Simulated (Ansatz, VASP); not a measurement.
Two plane-wave programs on Sr3Sc4Ta

INCAR

```
PREC     = Accurate       # precision mode
ENCUT    = 600            # plane-wave cutoff, eV
EDIFF    = 1E-6           # SCF threshold, eV
ISMEAR   = 0              # smearing method
SIGMA    = 0.1            # smearing width, eV
LREAL    = F              # projectors in reciprocal space
LASPH    = T              # aspherical terms in the spheres
NELM     = 60             # most SCF steps
ALGO     = Fast           # electronic algorithm
ISIF     = 3              # what is computed and relaxed
LWAVE    = F              # write WAVECAR
LCHARG   = F              # write CHGCAR
GGA      = PE             # functional
IBRION   = 2              # ionic algorithm
NSW      = 90             # ionic steps
EDIFFG   = -0.04          # ionic threshold
```

File KPOINTS:

```
regular mesh
0
Gamma
  4 4 4
```

File POSCAR:

```
Sr3Sc4Ta
1.0
    6.0394476201      0.0000000000      0.0000000000
    0.0000000000      6.0394476201      0.0000000000
    0.0000000000      0.0000000000      6.0394476201
Sr Sc Ta
3 4 1
Direct
    0.5000000000      0.0000000000      0.0000000000
    0.0000000000      0.5000000000      0.0000000000
    0.0000000000      0.0000000000      0.5000000000
    0.2350000000      0.2350000000      0.2350000000
    0.2350000000      0.7650000000      0.7650000000
    0.7650000000      0.7650000000      0.2350000000
    0.7650000000      0.2350000000      0.7650000000
    0.0000000000      0.0000000000      0.0000000000
```

Input for Ansatz:

```yaml
crystal:
  lattice:
    - [6.0394476201, 0.0, 0.0]
    - [0.0, 6.0394476201, 0.0]
    - [0.0, 0.0, 6.0394476201]
  atoms:
    - { symbol: Sr, position: [0.5, 0.0, 0.0] }
    - { symbol: Sr, position: [0.0, 0.5, 0.0] }
    - { symbol: Sr, position: [0.0, 0.0, 0.5] }
    - { symbol: Sc, position: [0.235, 0.235, 0.235] }
    - { symbol: Sc, position: [0.235, 0.765, 0.765] }
    - { symbol: Sc, position: [0.765, 0.765, 0.235] }
    - { symbol: Sc, position: [0.765, 0.235, 0.765] }
    - { symbol: Ta, position: [0.0, 0.0, 0.0] }
basis:
  ecutwfc: 420
kpoints:
  mp_grid: { grid: [4, 4, 4] }
hamiltonian:
  xc: pbe
scf:
  occupations: { method: gaussian, width: 0.1 }
  lower_state_search: "off"
output:
  forces: true
  stress: true
  eigenvalues: true
relax:
  adjacent_minimum: "off"
  f_tol: 0.04
  max_steps: 70
  cell: { stress_tol: 0.4 }
```

Alike in both runs: task relaxation of cell and atoms; functional PBE; k mesh 4 × 4 × 4; occupations gaussian, width 0.1 eV; no spin polarisation.

|  | VASP | Ansatz |
| --- | --- | --- |
| version | VASP 6.6.1 | Ansatz 0.2.0 |
| potentials or method | VASP PAW PBE potentials, release 64 (Sr_sv, Sc_sv, Ta_pv), cutoff 600 eV | scalar-relativistic, plane waves, PAW |
| valence electrons in the cell | 85 | 87 |

|  | VASP | Ansatz | Ansatz less VASP |
| --- | --- | --- | --- |
| gap on the k mesh at the Fermi level, each at its own relaxed structure (eV) | none | none | - |
| relaxed volume (Å³/atom) | 33.16 | 33.09 | -0.074 |
| relaxed cell length with the largest relative difference (Å) | 6.426 | 6.421 | -0.0048 |

A gap of «none» marks a metal or a gap that the smearing closes. VASP's potentials hold 85 valence electrons a cell and Ansatz's 87, so a difference there can come from the potentials and not from the codes.

Spin-orbit coupling is off throughout. Noted on VASP's run: the volume moved by over 15 % at a fixed basis, so the end points are rough.
